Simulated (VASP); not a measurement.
**AlN: single point with PBEsol**

Crystal: AlN.

```
Al N
1.0
     0.00000    2.04799    2.04799
     2.04799    0.00000    2.04799
     2.04799    2.04799    0.00000
Al N
1 1
Direct
  0.50000 0.50000 0.50000
  0.00000 0.00000 0.00000
```

This cell differs from its parent crystal: volume scaled by 1.02.

```yaml
Program: VASP 6.6.1
Task: single point
Functional: PBEsol
Potentials_or_basis: VASP PAW PBE potentials, release 64 (Al, N)
Cutoff: 520 eV
k_mesh: 11 × 11 × 11
Occupations: fermi-dirac, width 0.05 eV
Spin: no spin polarisation
Dipole_correction: no
Further_INCAR_settings: ALGO = Normal; EDIFF = 1e-06; NBANDS = 11
```

The pressure is -9.2 GPa and the band gap on the k mesh is 4.32 eV, indirect (least direct gap 5.12 eV).

Levels at points of the mesh, in eV from the valence-band top:
```csv
k point,band 1,band 2,band 3,band 4,band 5,band 6,band 7,band 8
"(0.00, 0.00, 0.00)",-17.20,0.00,0.00,0.00,5.12,11.90,11.90,11.90
```

Run time: 3.7 s on 1 thread of Intel(R) Xeon(R) 6975P-C (Granite Rapids), with other jobs on the host, peak memory 0.14 GiB.

Caveat: the PAW data sets were made with another functional, which shifts forces and pressure a little. A k mesh can miss the band edges.
